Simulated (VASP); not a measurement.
# Ag (Fm-3m) in VASP: a series of runs

The runs below take Ag through single point, relaxation of cell and atoms, with PBE.

Program: VASP 6.6.1. These are calculated values, not measurements. Logs are shortened: lines on timing, memory, paths and dates and some standing lists are left out, and cuts for length are marked.

## Step 1: The cell of the first run

The structure is cubic, space group Fm-3m (No. 225). Conventional cell: a = 5.799 Å, b = 5.799 Å, c = 5.799 Å, α = 90.00°, β = 90.00°, γ = 90.00°. Ag (site symmetry m-3m) has 8 Ag at 2.51 Å within 3.3 Å. Ag (site symmetry -43m) has 10 Ag at 2.51 to 2.90 Å within 3.3 Å.

## Step 2: Single point, PBE

Input file INCAR:

```
PREC = Accurate ; ENCUT = 520
EDIFF = 1E-6 ; ISMEAR = 0
SIGMA = 0.1 ; LREAL = F
LASPH = T ; NELM = 60
ALGO = Normal ; ISIF = 2
LWAVE = F ; LCHARG = F
GGA = PE ; NBANDS = 24
```

Input file KPOINTS:

```
regular mesh
0
Gamma
  6 6 6
```

Input file POSCAR:

```
Ag
1.0
    0.0000000000      2.8993620300      2.8993620300
    2.8993620300      0.0000000000      2.8993620300
    2.8993620300      2.8993620300      0.0000000000
Ag
3
Direct
    0.5000000000      0.5000000000      0.5000000000
    0.7500000000      0.7500000000      0.7500000000
    0.2500000000      0.2500000000      0.2500000000
```

Potentials or basis: VASP PAW PBE potentials, release 64 (Ag).

Run with:

```bash
cat potpaw_PBE.64/Ag/POTCAR > POTCAR
mpirun -np 1 vasp_std > vasp.out
```

OUTCAR:

```text
PREC = Accurate
   ENCUT = 520
   EDIFF = 1E-6
   ISMEAR = 0
   LREAL = F
   LASPH = T
   NELM = 60
   ISIF = 2
   GGA = PE

 ion  position               nearest neighbor table
   1  0.500  0.500  0.500-   3 2.51   2 2.51   3 2.51   2 2.51   3 2.51   3 2.51   2 2.51   2 2.51

   2  0.750  0.750  0.750-   1 2.51   1 2.51   1 2.51   1 2.51   3 2.90   3 2.90   3 2.90   3 2.90
                             3 2.90   3 2.90
   3  0.250  0.250  0.250-   1 2.51   1 2.51   1 2.51   1 2.51   2 2.90   2 2.90   2 2.90   2 2.90
                             2 2.90   2 2.90

  LATTYP: Found a face centered cubic cell.
 ALAT       =     5.7987240600

  Lattice vectors:

 A1 = (   0.0000000000,   2.8993620300,   2.8993620300)
 A2 = (   2.8993620300,   0.0000000000,   2.8993620300)
 A3 = (   2.8993620300,   2.8993620300,   0.0000000000)

Analysis of symmetry for initial positions (statically):
[... 5 lines left out ...]
 face centered cubic supercell.

 Subroutine GETGRP returns: Found 48 space group operations
 (whereof 48 operations were pure point group operations)
 out of a pool of 48 trial point group operations.

The static configuration has the point symmetry O_h .

Analysis of symmetry for dynamics (positions and initial velocities):
[... 5 lines left out ...]
 face centered cubic supercell.

 Subroutine GETGRP returns: Found 48 space group operations
 (whereof 48 operations were pure point group operations)
 out of a pool of 48 trial point group operations.

The dynamic configuration has the point symmetry O_h .

 Subroutine INISYM returns: Found 48 space group operations
 (whereof 48 operations are pure point group operations),
 and found     1 'primitive' translations

----------------------------------------------------------------------------------------

                                     Primitive cell

  volume of cell :      48.7458

  direct lattice vectors                    reciprocal lattice vectors
     0.000000000  2.899362030  2.899362030    -0.172451731  0.172451731  0.172451731
     2.899362030  0.000000000  2.899362030     0.172451731 -0.172451731  0.172451731
     2.899362030  2.899362030  0.000000000     0.172451731  0.172451731 -0.172451731

  length of vectors
     4.100317105  4.100317105  4.100317105     0.298695159  0.298695159  0.298695159

  position of ions in fractional coordinates (direct lattice)
[... 64 lines left out ...]
   ISTART =      0    job   : 0-new  1-cont  2-samecut
   ICHARG =      2    charge: 1-file 2-atom 10-const
   ISPIN  =      1    spin polarized calculation?
   LNONCOLLINEAR =      F non collinear calculations
   LSORBIT =      F    spin-orbit coupling
   LASPH  =      T    aspherical Exc in radial PAW
   ENCUT  =  520.0 eV  38.22 Ry    6.18 a.u.   7.62  7.62  7.62*2*pi/ulx,y,z
   NELM   =     60;   NELMIN=  2; NELMDL= -5     # of ELM steps
   EDIFF  = 0.1E-05   stopping-criterion for ELM
   LREAL  =      F    real-space projection
   EDIFFG = 0.1E-04   stopping-criterion for IOM
   NSW    =      0    number of steps for IOM
   IBRION =     -1    ionic relax: 0-MD 1-quasi-New 2-CG
   NFREE  =      0    steps in history (QN), initial steepest desc. (CG)
   ISIF   =      2    stress and relaxation
   ISYM   =      2    0-nonsym 1-usesym 2-fastsym
   POTIM  = 0.5000    time-step for ionic-motion
   TEBEG  =    0.0;   TEEND  =   0.0 temperature during run
   PSTRESS=    0.0 pullay stress
   NELECT =      33.0000    total number of electrons
   NUPDOWN=      -1.0000    fix difference up-down
   EMIN   =  10.00;   EMAX   =-10.00  energy-range for DOS
   EFERMI =   0.00;   METHOD = LEGACY
   ISMEAR =     0;   SIGMA  =   0.10  broadening in eV -4-tet -1-fermi 0-gaus
   EFERMI_NEDOS =   21; number of points for ismear=-14 and -15
   IALGO  =     38    algorithm
   IMIX   =      4    mixing-type and parameters
     AMIX     =   0.40;   BMIX     =  1.00
     AMIX_MAG =   1.60;   BMIX_MAG =  1.00
  volume/ion in A,a.u.               =      16.25       109.65
  Fermi-wavevector in a.u.,A,eV,Ry     =   1.437475  2.716434 28.114194  2.066335
  Thomas-Fermi vector in A             =   2.556549
   LORBIT       =      0    0 simple, 1 ext, 2 COOP (PROOUT), +10 PAW based schemes
   GGA     = PE    functional components
   LHFCALC =     F    Hartree Fock is set to
   AEXX    =    0.0000 exact exchange contribution
   IVDW    =     0    specifies the selected vdW correction
   LEPSILON=     F    determine dielectric tensor
   LRPA    =     F    only Hartree local field effects (RPA)
 non-spin polarized calculation
 Gauss-broadening in eV      SIGMA  =   0.10
  energy-cutoff  :      520.00
  volume of cell :       48.75
 maximum number of plane-waves:      1363
   NGX = 15   NGY = 15   NGZ = 15

 number of electron      33.0000017 magnetization

 Free energy of the ion-electron system (eV)
  ---------------------------------------------------
  ext. energy  EPLUGINS =         0.00000000
  ---------------------------------------------------
  free energy    TOTEN  =        -5.77809578 eV

  energy without entropy =       -5.76830578  energy(sigma->0) =       -5.77320078

 E-fermi :   9.3234     XC(G=0): -12.3133

 val. band max:        9.2469470787   @ k =  -0.3333   0.1667   0.0000
 cond. band min:       9.3539213451   @ k =   0.5000   0.3333   0.0000
 fundamental gap:      0.1069742663
 Fermi energy:         9.3234104096

 k-point     1 :       0.0000    0.0000    0.0000
  band No.  band energies     occupation
      1       0.9963      2.00000
      2       1.9515      2.00000
      3       1.9515      2.00000
      4       3.0787      2.00000
      5       3.0787      2.00000
      6       3.0787      2.00000
[... 421 lines left out ...]
     23      22.4040      0.00000
     24      25.8503      0.00000

------------------------ aborting loop because EDIFF is reached ----------------------------------------

  FORCE on cell =-STRESS in cart. coord.  units (eV):
  Direction    XX          YY          ZZ          XY          YZ          ZX
  --------------------------------------------------------------------------------------
  -------------------------------------------------------------------------------------
  Total       12.2096617     12.2096617     12.2096617     -0.0000000      0.0000000      0.0000000
  in kB      401.3071306    401.3071306    401.3071306     -0.0000000      0.0000000      0.0000000
  external PRESSURE =     401.3071306 kB  Pullay stress =       0.0000000 kB

 VOLUME and BASIS-vectors are now :
 -----------------------------------------------------------------------------
  energy-cutoff  :      520.00
  volume of cell :       48.75
      direct lattice vectors                 reciprocal lattice vectors
     0.000000000  2.899362030  2.899362030    -0.172451731  0.172451731  0.172451731
     2.899362030  0.000000000  2.899362030     0.172451731 -0.172451731  0.172451731
     2.899362030  2.899362030  0.000000000     0.172451731  0.172451731 -0.172451731

 POSITION                                       TOTAL-FORCE (eV/Angst)
 -----------------------------------------------------------------------------------
      2.89936      2.89936      2.89936         0.000000     -0.000000      0.000000
      4.34904      4.34904      4.34904        -0.000000      0.000000     -0.000000
      1.44968      1.44968      1.44968         0.000000     -0.000000      0.000000
 -----------------------------------------------------------------------------------
    total drift:                                0.000000     -0.000000      0.000000

  FREE ENERGIE OF THE ION-ELECTRON SYSTEM (eV)
  ---------------------------------------------------
  free  energy   TOTEN  =        -5.7780957841 eV

  energy  without entropy=       -5.7683057773  energy(sigma->0) =       -5.77320078
```

OSZICAR:

```text
N       E                     dE             d eps       ncg     rms          rms(c)
DAV:   1     0.219421681029E+03    0.21942E+03   -0.17111E+04   768   0.137E+03
DAV:   2    -0.289253168348E+01   -0.22231E+03   -0.20888E+03   792   0.319E+02
DAV:   3    -0.651247738411E+01   -0.36199E+01   -0.36100E+01   920   0.476E+01
DAV:   4    -0.652679466007E+01   -0.14317E-01   -0.14316E-01   848   0.280E+00
DAV:   5    -0.652695916782E+01   -0.16451E-03   -0.16451E-03   936   0.329E-01    0.152E+01
DAV:   6    -0.584183212182E+01    0.68513E+00   -0.15225E+00   872   0.121E+01    0.950E+00
DAV:   7    -0.579000093205E+01    0.51831E-01   -0.42108E-02   928   0.204E+00    0.432E+00
DAV:   8    -0.577810038866E+01    0.11901E-01   -0.44329E-03   888   0.844E-01    0.130E-01
DAV:   9    -0.577806928043E+01    0.31108E-04   -0.34246E-04   936   0.358E-01    0.366E-02
DAV:  10    -0.577809334862E+01   -0.24068E-04   -0.28627E-05   888   0.501E-02    0.273E-02
DAV:  11    -0.577809585350E+01   -0.25049E-05   -0.53243E-06   944   0.419E-02    0.359E-03
DAV:  12    -0.577809578408E+01    0.69419E-07   -0.33435E-07   512   0.115E-02
   1 F= -.57780958E+01 E0= -.57732008E+01  d E =-.979001E-02
```

stdout:

```text
POSCAR found type information on POSCAR Ag
 POSCAR found :  1 types and       3 ions
 scaLAPACK will be used
 LDA part: xc-table for (Slater+PW92), standard interpolation
 POSCAR, INCAR and KPOINTS ok, starting setup
 FFT: planning ... GRIDC
 FFT: planning ... GRID_SOFT
 FFT: planning ... GRID
 WAVECAR not read
 entering main loop
```

It took 9.1 s on 1 thread of Intel Xeon 6975P-C (Granite Rapids), shared host; peak memory 0.16 GiB.

Results:

```yaml
Free_energy: -5.7781 eV
Pressure: 40.1 GPa
```

## Step 3: Single point, PBE

This run uses another cell than the first one, of 21.68 Å³/atom, 1.335 times its volume.

Input file INCAR:

```
SYSTEM = Ag
  ALGO = Normal
  EDIFF = 1E-7
  ENCUT = 520
  GGA = PE
  ISIF = 2
  ISMEAR = 0
  LASPH = .TRUE.
  LCHARG = .FALSE.
  LREAL = .FALSE.
  LWAVE = .FALSE.
  NBANDS = 24
  NELM = 60
  PREC = Accurate
  SIGMA = 0.1
```

Input file KPOINTS:

```
k-points
0
G
  6 6 6
  0 0 0
```

Input file POSCAR:

```
Ag
1.0
    0.0000000000      3.1920932687      3.1920932687
    3.1920932687      0.0000000000      3.1920932687
    3.1920932687      3.1920932687      0.0000000000
Ag
3
Direct
    0.5000000000      0.5000000000      0.5000000000
    0.7500000000      0.7500000000      0.7500000000
    0.2500000000      0.2500000000      0.2500000000
```

Potentials or basis: VASP PAW PBE potentials, release 64 (Ag).

Run with:

```bash
cat potpaw_PBE.64/Ag/POTCAR > POTCAR
mpirun -np 1 vasp_std > vasp.out
```

Wall time 12 s (1 thread of Intel Xeon 6975P-C (Granite Rapids), shared host); peak memory 0.2 GiB.

The run converged. Its results:

```
Free energy : -7.2830 eV
Pressure    : 0.0 GPa
```

Levels at points of the mesh, in eV from the Fermi level:
| k point | band 12 | band 13 | band 14 | band 15 | band 16 | band 17 | band 18 | band 19 | band 20 | band 21 |
| --- | --- | --- | --- | --- | --- | --- | --- | --- | --- | --- |
| (0.00, 0.00, 0.00) | -2.98 | -2.98 | -2.98 | -2.96 | -2.96 | 6.52 | 6.52 | 6.52 | 7.18 | 7.83 |
| (0.50, 0.00, 0.00) | -3.25 | -3.25 | -2.83 | -2.83 | -2.44 | -1.57 | 5.16 | 5.16 | 6.92 | 7.33 |
| (0.50, 0.50, 0.00) | -3.35 | -2.99 | -2.70 | -2.70 | -1.07 | -0.86 | 1.56 | 1.56 | 4.27 | 6.29 |

## Step 4: Relaxation of cell and atoms, PBE

Input file INCAR:

```
SYSTEM = Ag
ALGO     = Normal         ! electronic algorithm
EDIFF    = 1E-7           ! SCF threshold, eV
EDIFFG   = -0.04          ! ionic threshold
ENCUT    = 600            ! plane-wave cutoff, eV
GGA      = PE             ! functional
IBRION   = 2              ! ionic algorithm
ISIF     = 3              ! what is computed and relaxed
ISMEAR   = 0              ! smearing method
LASPH    = .True.         ! aspherical terms in the spheres
LCHARG   = .False.        ! write CHGCAR
LREAL    = .False.        ! projectors in reciprocal space
LWAVE    = .False.        ! write WAVECAR
NELM     = 80             ! most SCF steps
NSW      = 90             ! ionic steps
PREC     = Accurate       ! precision mode
SIGMA    = 0.1            ! smearing width, eV
```

Input file KPOINTS:

```
k-points
0
Gamma
  6 6 6
  0 0 0
```

Input file POSCAR:

```
Ag
1.0
    0.0000000000      2.8993620300      2.8993620300
    2.8993620300      0.0000000000      2.8993620300
    2.8993620300      2.8993620300      0.0000000000
Ag
3
Direct
    0.5000000000      0.5000000000      0.5000000000
    0.7500000000      0.7500000000      0.7500000000
    0.2500000000      0.2500000000      0.2500000000
```

Run with:

```bash
cat potpaw_PBE.64/Ag/POTCAR > POTCAR
mpirun -np 1 vasp_std > vasp.out
```

Run time: 31 s. Hardware: 1 thread of Intel Xeon 6975P-C (Granite Rapids), shared host; peak memory 0.21 GiB.

Results (log left out):

- Free energy: -7.2730 eV
- Relaxed volume: 21.72 Å³/atom
- Relaxed cell: a = 4.517 Å, b = 4.517 Å, c = 4.517 Å, α = 60.00°, β = 60.00°, γ = 60.00°
- Space group after relaxing (to 0.05 Å): Fm-3m (No. 225)
- Energy gained by relaxing: 498.4 meV/atom
- Ionic steps: 3
- Pressure after relaxing: -0.1 GPa

Step by step:
| step | energy change (eV) | largest force (eV/Å) | pressure (GPa) | volume (Å³) |
| --- | --- | --- | --- | --- |
| 1 | 0.0000 | 0.0000 | 40.12 | 48.75 |
| 2 | -0.9110 | 0.0000 | -7.79 | 83.46 |
| 3 | -1.4951 | 0.0000 | -0.07 | 65.17 |

Final structure:
```yaml
crystal:
  lattice:
    - [0.00000, 3.19400, 3.19400]
    - [3.19400, 0.00000, 3.19400]
    - [3.19400, 3.19400, 0.00000]
  atoms:
    - { symbol: Ag, position: [0.50000, 0.50000, 0.50000] }
    - { symbol: Ag, position: [0.75000, 0.75000, 0.75000] }
    - { symbol: Ag, position: [0.25000, 0.25000, 0.25000] }
```

Levels at points of the mesh, in eV from the Fermi level:
```tsv
k point	band 14	band 15	band 16	band 17	band 18	band 19
(0.00, 0.00, 0.00)	-2.97	-2.96	-2.96	6.52	6.52	6.52
(0.50, 0.00, 0.00)	-2.83	-2.83	-2.43	-1.57	5.15	5.15
(0.50, 0.50, 0.00)	-2.70	-2.70	-1.07	-0.87	1.56	1.56
```

Caveat: the volume moved by over 15 % at a fixed basis, so the end points are rough.

## Step 5: Single point, PBE

This run uses another cell than the first one, of 21.63 Å³/atom, 1.331 times its volume.

Input file INCAR:

```
SYSTEM = Ag
PREC = Accurate
ENCUT = 520
EDIFF = 1E-6
ISMEAR = 0
SIGMA = 0.1
LREAL = .False.
LASPH = .True.
NELM = 80
ALGO = Fast
ISIF = 2
LWAVE = .False.
LCHARG = .True.
GGA = PE
LELF = .True.
LVHAR = .True.
NBANDS = 24
```

Input file KPOINTS:

```
Automatic mesh
0
Gamma
  12 12 12
  0 0 0
```

Input file POSCAR:

```
Ag
1.0
    0.0000000000      3.1896895986      3.1896895986
    3.1896895986      0.0000000000      3.1896895986
    3.1896895986      3.1896895986      0.0000000000
Ag
3
Direct
    0.5000000000      0.5000000000      0.5000000000
    0.7500000000      0.7500000000      0.7500000000
    0.2500000000      0.2500000000      0.2500000000
```

Run with:

```bash
cat potpaw_PBE.64/Ag/POTCAR > POTCAR
mpirun -np 1 vasp_std > vasp.out
```

Run time: 42 s. Hardware: 1 thread of Intel Xeon 6975P-C (Granite Rapids), shared host; peak memory 0.25 GiB.

Results (log left out):

| Quantity | Value |
| --- | --- |
| Free energy | -7.2853 eV |
| Pressure | -0.1 GPa |

Levels at points of the mesh, in eV from the Fermi level:
```csv
k point,band 13,band 14,band 15,band 16,band 17,band 18,band 19,band 20
"(0.00, 0.00, 0.00)",-2.97,-2.97,-2.95,-2.95,6.55,6.55,6.55,7.22
"(0.50, 0.00, 0.00)",-3.24,-2.82,-2.82,-2.42,-1.56,5.18,5.18,6.95
"(0.50, 0.50, 0.00)",-2.98,-2.69,-2.69,-1.06,-0.85,1.57,1.57,4.30
```

## Step 6: Relaxation of cell and atoms, PBE

This run uses another cell than the first one, of 21.68 Å³/atom, 1.335 times its volume.

Input file INCAR:

```
SYSTEM = Ag
PREC = Accurate ; ENCUT = 600
EDIFF = 1E-6 ; ISMEAR = 0
SIGMA = 0.1 ; LREAL = .FALSE.
LASPH = .TRUE. ; NELM = 60
ALGO = Fast ; ISIF = 3
LWAVE = .FALSE. ; LCHARG = .FALSE.
GGA = PE ; IBRION = 2
NSW = 100 ; EDIFFG = -0.01
```

Input file KPOINTS:

```
regular mesh
0
G
  12 12 12
  0 0 0
```

Input file POSCAR:

```
Ag
1.0
    0.0000000000      3.1920932687      3.1920932687
    3.1920932687      0.0000000000      3.1920932687
    3.1920932687      3.1920932687      0.0000000000
Ag
3
Direct
    0.5000000000      0.5000000000      0.5000000000
    0.7500000000      0.7500000000      0.7500000000
    0.2500000000      0.2500000000      0.2500000000
```

Potentials or basis: VASP PAW PBE potentials, release 64 (Ag).

Run with:

```bash
cat potpaw_PBE.64/Ag/POTCAR > POTCAR
mpirun -np 1 vasp_std > vasp.out
```

Wall time 54 s (1 thread of Intel Xeon 6975P-C (Granite Rapids), shared host); peak memory 0.26 GiB.

It converged, with:

| Quantity | Value |
| --- | --- |
| Free energy | -7.2849 eV |
| Relaxed volume | 21.59 Å³/atom |
| Relaxed cell | a = 4.508 Å, b = 4.508 Å, c = 4.508 Å, α = 60.00°, β = 60.00°, γ = 60.00° |
| Space group after relaxing (to 0.05 Å) | Fm-3m (No. 225) |
| Energy gained by relaxing | 0.1 meV/atom |
| Ionic steps | 2 |
| Pressure after relaxing | 0.0 GPa |

Step by step:
```tsv
step	energy change (eV)	largest force (eV/Å)	pressure (GPa)	volume (Å³)
1	0.0000	0.0000	-0.22	65.05
2	-0.0002	0.0000	-0.03	64.78
```

Final structure:
```cif
data_structure
_symmetry_space_group_name_H-M 'P 1'
_symmetry_Int_Tables_number 1
_cell_length_a 4.5079
_cell_length_b 4.5079
_cell_length_c 4.5079
_cell_angle_alpha 60.000
_cell_angle_beta 60.000
_cell_angle_gamma 60.000
_cell_volume 64.78
loop_
_atom_site_label
_atom_site_type_symbol
_atom_site_fract_x
_atom_site_fract_y
_atom_site_fract_z
_atom_site_occupancy
Ag1 Ag 0.50000 0.50000 0.50000 1
Ag2 Ag 0.75000 0.75000 0.75000 1
Ag3 Ag 0.25000 0.25000 0.25000 1
```

Levels at points of the mesh, in eV from the Fermi level:
```tsv
k point	band 12	band 13	band 14	band 15	band 16	band 17	band 18	band 19	band 20
(0.00, 0.00, 0.00)	-2.97	-2.97	-2.97	-2.95	-2.95	6.56	6.56	6.56	7.24
(0.50, 0.00, 0.00)	-3.24	-3.24	-2.82	-2.82	-2.43	-1.55	5.19	5.19	6.97
(0.50, 0.50, 0.00)	-3.35	-2.98	-2.69	-2.69	-1.06	-0.85	1.57	1.57	4.31
```

## Step 7: Summary

| task | cell | k mesh | cutoff (eV) | gap on the mesh (eV) | pressure (GPa) | relaxed volume (Å³/atom) |
| --- | --- | --- | --- | --- | --- | --- |
| single point | a = 4.100 Å, angles 60.0°, 3 atoms | 6 × 6 × 6 | 520 | none | 40.1 | - |
| single point | a = 4.514 Å, angles 60.0°, 3 atoms | 6 × 6 × 6 | 520 | none | 0.0 | - |
| relaxation of cell and atoms | relaxed from a = 4.100 Å, angles 60.0°, 3 atoms | 6 × 6 × 6 | 600 | none | -0.1 | 21.72 |
| single point | a = 4.511 Å, angles 60.0°, 3 atoms | 12 × 12 × 12 | 520 | none | -0.1 | - |
| relaxation of cell and atoms | relaxed from a = 4.514 Å, angles 60.0°, 3 atoms | 12 × 12 × 12 | 600 | none | 0.0 | 21.59 |

Alike in all rows: level PBE; potentials or basis VASP PAW PBE potentials, release 64 (Ag); no spin polarisation; smearing gaussian 0.1 eV.

Caveats: the volume moved by over 15 % at a fixed basis, so the end points are rough (some runs).

Total energies depend on the potentials used, so only differences within one code and one set of settings carry meaning.
